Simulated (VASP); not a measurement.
# Cd5Se2S3 (I-4m2) in VASP: single point with PBE

Aim: the single point of Cd5Se2S3 with PBE.

Program: VASP 6.6.1. These are calculated values, not measurements. Logs are shortened: lines on timing, memory, paths and dates and some standing lists are left out, and cuts for length are marked.

## Step 1: The cell of the first run

Symmetry: I-4m2, No. 119, tetragonal system. The conventional cell has a = 4.272 Å, b = 4.272 Å, c = 30.138 Å, α = 90.00°, β = 90.00°, γ = 90.00°. Within 3.4 Å of Cd (site symmetry 2mm) lie 2 S at 2.58 Å and 2 Se at 2.67 Å. Within 3.5 Å of Cd (site symmetry -4m2) lie 4 Se at 2.67 Å. Within 3.4 Å of Cd (site symmetry 2mm) lie 4 S at 2.58 Å. Within 3.5 Å of Se (site symmetry 2mm) lie 4 Cd at 2.67 Å. Within 3.4 Å of S (site symmetry 2mm) lie 4 Cd at 2.58 Å. Within 3.4 Å of S (site symmetry -4m2) lie 4 Cd at 2.58 Å.

## Step 2: Single point, PBE

INCAR reads:

```
SYSTEM = Cd5Se2S3
PREC = Accurate
ENCUT = 520
EDIFF = 1E-7
ISMEAR = 0
SIGMA = 0.1
LREAL = .False.
LASPH = .True.
NELM = 80
ALGO = Normal
ISIF = 2
LWAVE = .False.
LCHARG = .False.
GGA = PE
NBANDS = 56
```

KPOINTS reads:

```
Automatic mesh
0
Gamma
  6 6 6
  0 0 0
```

POSCAR reads:

```
Cd5Se2S3
1.0
   -2.1358518097      2.1358518097     15.0689334997
    2.1358518097     -2.1358518097     15.0689334997
    2.1358518097      2.1358518097    -15.0689334997
Cd Se S
5 2 3
Direct
    0.8937615818      0.8937615818      0.0000000000
    0.5000000000      0.5000000000      0.0000000000
    0.1062384182      0.1062384182      0.0000000000
    0.7021722561      0.7021722561      0.0000000000
    0.2978277439      0.2978277439      0.0000000000
    0.5531585072      0.0531585072      0.5000000000
    0.9468414928      0.4468414928      0.5000000000
    0.1542730481      0.6542730481      0.5000000000
    0.7500000000      0.2500000000      0.5000000000
    0.3457269519      0.8457269519      0.5000000000
```

Potentials or basis: VASP PAW PBE potentials, release 64 (Cd, Se, S).

The run is started by

```
> cat potpaw_PBE.64/Cd/POTCAR potpaw_PBE.64/Se/POTCAR potpaw_PBE.64/S/POTCAR > POTCAR
> mpirun -np 1 vasp_std > vasp.out
```

OUTCAR:

```text
SYSTEM = Cd5Se2S3
   PREC = Accurate
   ENCUT = 520
   EDIFF = 1E-7
   ISMEAR = 0
   LREAL = .False.
   LASPH = .True.
   NELM = 80
   ISIF = 2
   GGA = PE

 ion  position               nearest neighbor table
   1  0.894  0.894  0.000-  10 2.58  10 2.58   7 2.67   7 2.67
   2  0.500  0.500  0.000-   7 2.67   6 2.67   6 2.67   7 2.67
   3  0.106  0.106  0.000-   8 2.58   8 2.58   6 2.67   6 2.67
   4  0.702  0.702  0.000-   9 2.58   9 2.58   8 2.58   8 2.58
   5  0.298  0.298  0.000-   9 2.58   9 2.58  10 2.58  10 2.58
   6  0.553  0.053  0.500-   3 2.67   3 2.67   2 2.67   2 2.67
   7  0.947  0.447  0.500-   1 2.67   1 2.67   2 2.67   2 2.67
   8  0.154  0.654  0.500-   4 2.58   4 2.58   3 2.58   3 2.58
   9  0.750  0.250  0.500-   4 2.58   5 2.58   5 2.58   4 2.58
  10  0.346  0.846  0.500-   5 2.58   5 2.58   1 2.58   1 2.58

  LATTYP: Found a body centered tetragonal cell.
 ALAT       =     4.2717036194
 C/A-ratio  =     7.0552336221

  Lattice vectors:

 A1 = (  -2.1358518097,   2.1358518097,  15.0689334997)
 A2 = (   2.1358518097,  -2.1358518097,  15.0689334997)
 A3 = (   2.1358518097,   2.1358518097, -15.0689334997)

Analysis of symmetry for initial positions (statically):
=====================================================================
 Subroutine PRICEL returns:
 Original cell was already a primitive cell.

 Routine SETGRP: Setting up the symmetry group for a
 body centered tetragonal supercell.

 Subroutine GETGRP returns: Found  8 space group operations
 (whereof  8 operations were pure point group operations)
 out of a pool of 16 trial point group operations.

The static configuration has the point symmetry D_2d.

Analysis of symmetry for dynamics (positions and initial velocities):
=====================================================================
 Subroutine PRICEL returns:
 Original cell was already a primitive cell.

 Routine SETGRP: Setting up the symmetry group for a
 body centered tetragonal supercell.

 Subroutine GETGRP returns: Found  8 space group operations
 (whereof  8 operations were pure point group operations)
 out of a pool of 16 trial point group operations.

The dynamic configuration has the point symmetry D_2d.

 Subroutine INISYM returns: Found  8 space group operations
 (whereof  8 operations are pure point group operations),
 and found     1 'primitive' translations

----------------------------------------------------------------------------------------

                                     Primitive cell

  volume of cell :     274.9696

  direct lattice vectors                    reciprocal lattice vectors
    -2.135851810  2.135851810 15.068933500     0.000000000  0.234098638  0.033180849
     2.135851810 -2.135851810 15.068933500     0.234098638  0.000000000  0.033180849
     2.135851810  2.135851810-15.068933500     0.234098638  0.234098638  0.000000000

  length of vectors
    15.368685133 15.368685133 15.368685133     0.236438451  0.236438451  0.331065469

  position of ions in fractional coordinates (direct lattice)
     0.893761582  0.893761582  0.000000000
     0.500000000  0.500000000  0.000000000
     0.106238418  0.106238418  0.000000000
     0.702172256  0.702172256  0.000000000
     0.297827744  0.297827744  0.000000000
     0.553158507  0.053158507  0.500000000
     0.946841493  0.446841493  0.500000000
     0.154273048  0.654273048  0.500000000
     0.750000000  0.250000000  0.500000000
     0.345726952  0.845726952  0.500000000

  ion indices of the primitive-cell ions
   primitive index   ion index
                 1           1
                 2           2
                 3           3
                 4           4
                 5           5
                 6           6
                 7           7
                 8           8
                 9           9
                10          10

----------------------------------------------------------------------------------------

 KPOINTS: Automatic mesh

Automatic generation of k-mesh.
 Grid dimensions read from file:
 generate k-points for:    6    6    6

 Generating k-lattice:

  Cartesian coordinates                     Fractional coordinates (reciprocal lattice)
     0.000000000  0.039016440  0.005530141     0.166666667  0.000000000 -0.000000000
     0.039016440  0.000000000  0.005530141     0.000000000  0.166666667 -0.000000000
     0.039016440  0.039016440  0.000000000     0.000000000  0.000000000  0.166666667

  Length of vectors
     0.039406408  0.039406408  0.055177578

  Shift w.r.t. Gamma in fractional coordinates (k-lattice)
     0.000000000  0.000000000  0.000000000

 Subroutine IBZKPT returns following result:
 ===========================================

 Found     30 irreducible k-points:

 Following reciprocal coordinates:
            Coordinates               Weight
  0.000000  0.000000  0.000000      1.000000
  0.166667  0.000000 -0.000000      8.000000
  0.333333 -0.000000  0.000000      8.000000
  0.500000  0.000000  0.000000      4.000000
  0.166667  0.166667  0.000000      8.000000
  0.333333  0.166667  0.000000     16.000000
[... 16 lines left out ...]
 -0.333333 -0.333333  0.166667      8.000000
 -0.166667 -0.333333  0.166667      8.000000
 [... further k-points ...]
   k-points           NKPTS =     30   k-points in BZ     NKDIM =     30   number of bands    NBANDS=     56
   number of dos      NEDOS =    301   number of ions     NIONS =     10
   total plane-waves  NPLWV = ******
   dimension x,y,z NGX =   120 NGY =  120 NGZ =  120
   dimension x,y,z NGXF=   240 NGYF=  240 NGZF=  240
   ions per type =               5   2   3
   NGX,Y,Z   is equivalent  to a cutoff of  12.98, 12.98, 12.98 a.u.
   NGXF,Y,Z  is equivalent  to a cutoff of  25.96, 25.96, 25.96 a.u.
 SYSTEM =  Cd5Se2S3
   PREC   = accura    normal or accurate (medium, high low for compatibility)
   ISTART =      0    job   : 0-new  1-cont  2-samecut
   ICHARG =      2    charge: 1-file 2-atom 10-const
   ISPIN  =      1    spin polarized calculation?
   LNONCOLLINEAR =      F non collinear calculations
   LSORBIT =      F    spin-orbit coupling
   LASPH  =      T    aspherical Exc in radial PAW
   ENCUT  =  520.0 eV  38.22 Ry    6.18 a.u.  28.58 28.58 28.58*2*pi/ulx,y,z
   NELM   =     80;   NELMIN=  2; NELMDL= -5     # of ELM steps
   EDIFF  = 0.1E-06   stopping-criterion for ELM
   LREAL  =      F    real-space projection
   EDIFFG = 0.1E-05   stopping-criterion for IOM
   NSW    =      0    number of steps for IOM
   IBRION =     -1    ionic relax: 0-MD 1-quasi-New 2-CG
   NFREE  =      0    steps in history (QN), initial steepest desc. (CG)
   ISIF   =      2    stress and relaxation
   ISYM   =      2    0-nonsym 1-usesym 2-fastsym
   POTIM  = 0.5000    time-step for ionic-motion
   TEBEG  =    0.0;   TEEND  =   0.0 temperature during run
   PSTRESS=    0.0 pullay stress
   NELECT =      90.0000    total number of electrons
   NUPDOWN=      -1.0000    fix difference up-down
   EMIN   =  10.00;   EMAX   =-10.00  energy-range for DOS
   EFERMI =   0.00;   METHOD = LEGACY
   ISMEAR =     0;   SIGMA  =   0.10  broadening in eV -4-tet -1-fermi 0-gaus
   EFERMI_NEDOS =   21; number of points for ismear=-14 and -15
   IALGO  =     38    algorithm
   IMIX   =      4    mixing-type and parameters
     AMIX     =   0.40;   BMIX     =  1.00
     AMIX_MAG =   1.60;   BMIX_MAG =  1.00
  volume/ion in A,a.u.               =      27.50       185.56
  Fermi-wavevector in a.u.,A,eV,Ry     =   1.128221  2.132028 17.318612  1.272882
  Thomas-Fermi vector in A             =   2.264910
   LORBIT       =      0    0 simple, 1 ext, 2 COOP (PROOUT), +10 PAW based schemes
   GGA     = PE    functional components
   LHFCALC =     F    Hartree Fock is set to
   AEXX    =    0.0000 exact exchange contribution
   IVDW    =     0    specifies the selected vdW correction
   LEPSILON=     F    determine dielectric tensor
   LRPA    =     F    only Hartree local field effects (RPA)
 non-spin polarized calculation
 Gauss-broadening in eV      SIGMA  =   0.10
  energy-cutoff  :      520.00
  volume of cell :      274.97
 maximum number of plane-waves:      7480
 NGX is ok and might be reduce to   120
   NGX = 57   NGY = 57   NGZ = 57

 number of electron      90.0000006 magnetization

 Free energy of the ion-electron system (eV)
  ---------------------------------------------------
  ext. energy  EPLUGINS =         0.00000000
  ---------------------------------------------------
  free energy    TOTEN  =       -29.39254900 eV

  energy without entropy =      -29.39254900  energy(sigma->0) =      -29.39254900

 E-fermi :   1.1861     XC(G=0):  -8.8059

 val. band max:        0.8131728874   @ k =   0.0000   0.0000   0.0000
 cond. band min:       1.5437451479   @ k =   0.0000   0.0000   0.0000
 fundamental gap:      0.7305722606
 Fermi energy:         1.1860760059

 k-point     1 :       0.0000    0.0000    0.0000
  band No.  band energies     occupation
      1     -11.4252      2.00000
      2     -11.2658      2.00000
      3     -11.2570      2.00000
      4     -11.0189      2.00000
      5     -10.9727      2.00000
      6      -6.9198      2.00000
[... 48 lines left out ...]
     55       7.0407      0.00000
     56       7.0484      0.00000

 k-point     2 :       0.1667    0.0000   -0.0000
  band No.  band energies     occupation
      1     -11.3628      2.00000
      2     -11.2415      2.00000
      3     -11.2002      2.00000
      4     -11.0170      2.00000
      5     -10.9682      2.00000
      6      -6.9039      2.00000
[... 48 lines left out ...]
     55       6.7041      0.00000
     56       7.2059      0.00000
[... 1237 lines left out ...]
     55       6.4796      0.00000
     56       7.2137      0.00000

 k-point    24 :      -0.1667   -0.3333    0.1667
  band No.  band energies     occupation
      1     -11.3539      2.00000
      2     -11.2782      2.00000
      3     -11.1587      2.00000
      4     -11.0411      2.00000
      5     -10.9578      2.00000
      6      -6.9022      2.00000
[... 48 lines left out ...]
     55       6.7495      0.00000
     56       7.2426      0.00000

 [... further k-points ...]

------------------------ aborting loop because EDIFF is reached ----------------------------------------

  FORCE on cell =-STRESS in cart. coord.  units (eV):
  Direction    XX          YY          ZZ          XY          YZ          ZX
  --------------------------------------------------------------------------------------
  -------------------------------------------------------------------------------------
  Total        0.3357988      0.3357988      0.3209522      0.0000000      0.0000000     -0.0000000
  in kB        1.9566133      1.9566133      1.8701058      0.0000000      0.0000000     -0.0000000
  external PRESSURE =       1.9277774 kB  Pullay stress =       0.0000000 kB

 VOLUME and BASIS-vectors are now :
 -----------------------------------------------------------------------------
  energy-cutoff  :      520.00
  volume of cell :      274.97
      direct lattice vectors                 reciprocal lattice vectors
    -2.135851810  2.135851810 15.068933500     0.000000000  0.234098638  0.033180849
     2.135851810 -2.135851810 15.068933500     0.234098638  0.000000000  0.033180849
     2.135851810  2.135851810-15.068933500     0.234098638  0.234098638  0.000000000

 POSITION                                       TOTAL-FORCE (eV/Angst)
 -----------------------------------------------------------------------------------
      0.00000      0.00000     26.93607         0.000000      0.000000      0.006799
      0.00000      0.00000     15.06893        -0.000000      0.000000     -0.000000
      0.00000      0.00000      3.20180        -0.000000     -0.000000     -0.006799
      0.00000      0.00000     21.16197        -0.000000      0.000000      0.001533
      0.00000      0.00000      8.97589        -0.000000      0.000000     -0.001533
      0.00000      2.13585      1.60208        -0.000000      0.000000     -0.005631
      0.00000      2.13585     13.46685        -0.000000     -0.000000      0.005631
      2.13585      0.00000      4.64946         0.000000     -0.000000     -0.002468
      0.00000      2.13585      7.53447        -0.000000      0.000000     -0.000000
      2.13585      0.00000     10.41947         0.000000     -0.000000      0.002468
 -----------------------------------------------------------------------------------
    total drift:                                0.000002     -0.000002     -0.000000

  FREE ENERGIE OF THE ION-ELECTRON SYSTEM (eV)
  ---------------------------------------------------
  free  energy   TOTEN  =       -29.3925489993 eV

  energy  without entropy=      -29.3925489978  energy(sigma->0) =      -29.39254900
```

Wall time 82 min (1 thread of Intel Xeon 6975P-C (Granite Rapids), shared host); peak memory 2.6 GiB.

What came out:

- Free energy: -29.3925 eV
- Pressure: 0.2 GPa
- Largest force: 0.007 eV/Å
- Band gap on the k mesh: 0.73 eV

Forces in eV/Å, atoms in the order of the input:
```
Cd   0.000  0.000  0.007
Cd   0.000  0.000  0.000
Cd   0.000  0.000 -0.007
Cd   0.000  0.000  0.002
Cd   0.000  0.000 -0.002
Se   0.000  0.000 -0.006
Se   0.000  0.000  0.006
S    0.000  0.000 -0.002
S    0.000  0.000  0.000
S    0.000  0.000  0.002
```

Levels at points of the mesh, in eV from the valence-band top:
```
           k point  band 43  band 44  band 45  band 46  band 47  band 48
(0.00, 0.00, 0.00)    -0.09     0.00     0.00     0.73     2.80     2.81
(0.50, 0.00, 0.00)    -0.75    -0.44    -0.43     2.59     2.94     3.06
(0.50, 0.50, 0.00)    -1.76    -1.75    -1.70     3.38     3.77     3.92
(0.50, 0.50, 0.50)    -0.40    -0.08    -0.08     1.59     1.69     3.38
```

Caveat: semilocal functionals underestimate gaps, and a narrow one can read as zero. A k mesh can miss the band edges.
